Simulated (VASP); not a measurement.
Here is a VASP 6.6.1 calculation.

INCAR

```
PREC     = Accurate       # precision mode
ENCUT    = 520            # plane-wave cutoff, eV
EDIFF    = 1E-6           # SCF threshold, eV
ISMEAR   = -1             # smearing method
SIGMA    = 0.05           # smearing width, eV
LREAL    = F              # projectors in reciprocal space
LASPH    = T              # aspherical terms in the spheres
NELM     = 80             # most SCF steps
ALGO     = Normal         # electronic algorithm
ISIF     = 2              # what is computed and relaxed
LWAVE    = F              # write WAVECAR
LCHARG   = F              # write CHGCAR
GGA      = PE             # functional
NBANDS   = 16             # bands
```

File KPOINTS:

```
regular mesh
0
Gamma
  8 8 8
```

POSCAR

```
CdSe
1.0
    3.6266200636      0.0000000000      0.0000000000
    0.0000000000      3.6266200636      0.0000000000
    0.0000000000      0.0000000000      3.6266200636
Cd Se
1 1
Direct
    0.5000000000      0.5000000000      0.5000000000
    0.0000000000      0.0000000000      0.0000000000
```

Potentials or basis: VASP PAW PBE potentials, release 64 (Cd, Se).

Launch:

```sh
$ cat potpaw_PBE.64/Cd/POTCAR potpaw_PBE.64/Se/POTCAR > POTCAR
$ mpirun -np 1 vasp_std > vasp.out
```

(1) What does it give for the band gap on the k mesh?

(2) Estimate the pressure.

Answers

(1) zero (band 9 reaches 2.85 eV, above the bottom of band 10 at 1.70 eV).

(2) -2.7 GPa.
